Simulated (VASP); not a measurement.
Input of a VASP 6.6.1 run:

INCAR

```
  ALGO = Normal
  EDIFF = 1E-6
  ENCUT = 520
  GGA = PS
  ISIF = 2
  ISMEAR = 0
  LASPH = T
  LCHARG = F
  LREAL = F
  LWAVE = F
  NBANDS = 11
  NELM = 80
  PREC = Accurate
  SIGMA = 0.1
```

Contents of KPOINTS:

```
k-points
0
Gamma
  8 8 8
```

The input POSCAR:

```
Pt
1.0
    0.0000000000     -1.9579000000     -1.9579000000
    1.9579000000      0.0000000000     -1.9579000000
    1.9579000000     -1.9579000000      0.0000000000
Pt
1
Direct
    0.0000000000      0.0000000000      0.0000000000
```

Potentials or basis: VASP PAW PBE potentials, release 64 (Pt).

Command:

```console
$ cat potpaw_PBE.64/Pt/POTCAR > POTCAR
$ mpirun -np 1 vasp_std > vasp.out
```

**Question.** What does it give for the band gap on the k mesh?

**Answer.** Zero (band 5 reaches 11.65 eV, above the bottom of band 6 at 9.41 eV).

**Question.** Predict the pressure.

**Answer.** -0.6 GPa.

Caveat: the PAW data sets were made with another functional, which shifts forces and pressure a little; spin-orbit coupling is left out, which moves the levels of the heavy elements.
